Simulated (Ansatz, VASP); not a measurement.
**Two plane-wave programs on Al**

```xyz
8
Lattice="-2.8363 0.0000 0.0000 -1.4181 -2.4563 0.0000 -0.8509 0.0000 18.6443" Properties=species:S:1:pos:R:3 pbc="T T T"
Al    0.0000    0.0000    3.4958
Al    0.0000    0.0000   12.8180
Al   -1.4181   -0.8188   15.1485
Al   -1.4181   -0.8188    5.8263
Al    0.0000    0.0000   17.4790
Al    0.0000    0.0000    8.1569
Al   -2.8363   -1.6375    1.1653
Al   -2.8363   -1.6375   10.4874
```

Alike in both runs: task single point; functional PBEsol; k mesh 19 × 19 × 3; occupations gaussian, width 0.15 eV; no spin polarisation.

|  | VASP | Ansatz |
| --- | --- | --- |
| version | VASP 6.6.1 | Ansatz 0.2.0 |
| potentials or method | VASP PAW PBE potentials, release 64 (Al), cutoff 520 eV | scalar-relativistic, plane waves, PAW |
| valence electrons in the cell | 24 | 24 |

Ansatz gave:

* gap on the k mesh at the Fermi level (eV): none
* pressure (GPa): 0.7
* traceless stress, the component that is largest in VASP (GPa): 1.09
* rms of the force components (eV/Å): 0.203

Question: Which values does VASP return?

Answer: gap on the k mesh at the Fermi level (eV): none; pressure (GPa): 0.7; traceless stress, the component that is largest in VASP (GPa): 1.10; rms of the force components (eV/Å): 0.205.

VASP's potentials were made for PBE, not for PBEsol. Atom by atom the forces differ by 0.001 eV/Å (rms over components). A gap of «none» marks a metal or a gap that the smearing closes. The functional is the same, so the differences come from potentials, cutoffs and numerics.
